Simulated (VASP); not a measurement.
Here is a VASP 6.6.1 calculation.

INCAR

```
SYSTEM = CoSi2
ALGO = Normal
EDIFF = 1E-6
EDIFFG = -0.005
ENCUT = 600
GGA = PE
IBRION = 2
ISIF = 3
ISMEAR = -1
LASPH = .True.
LCHARG = .False.
LREAL = .False.
LWAVE = .False.
NELM = 100
NSW = 60
PREC = Accurate
SIGMA = 0.1
```

File KPOINTS:

```
k-points
0
Gamma
  11 11 11
  0 0 0
```

POSCAR

```
CoSi2
1.0
    0.0000000000      2.6470344660      2.6470344660
    2.6470344660      0.0000000000      2.6470344660
    2.6470344660      2.6470344660      0.0000000000
Co Si
1 2
Direct
    0.0000000000      0.0000000000      0.0000000000
    0.2500000000      0.2500000000      0.2500000000
    0.7500000000      0.7500000000      0.7500000000
```

Potentials or basis: VASP PAW PBE potentials, release 64 (Co, Si).

Run with:

```bash
$ cat potpaw_PBE.64/Co/POTCAR potpaw_PBE.64/Si/POTCAR > POTCAR
$ mpirun -np 1 vasp_std > vasp.out
```

Q: Estimate the relaxed cell.

A: a = 3.789 Å, b = 3.789 Å, c = 3.789 Å, α = 60.00°, β = 60.00°, γ = 60.00°.

Q: Estimate the space group after relaxing (to 0.05 Å).

A: Fm-3m (No. 225).

Q: Predict the relaxed volume.

A: 12.83 Å³/atom.

Final structure:
```
Co Si
1.0
     0.00000    2.67956    2.67956
     2.67956    0.00000    2.67956
     2.67956    2.67956    0.00000
Co Si
1 2
Direct
  0.00000 0.00000 0.00000
  0.25000 0.25000 0.25000
  0.75000 0.75000 0.75000
```

Spin polarisation is off, so any magnetic state and its effect on volume and gap are missing.
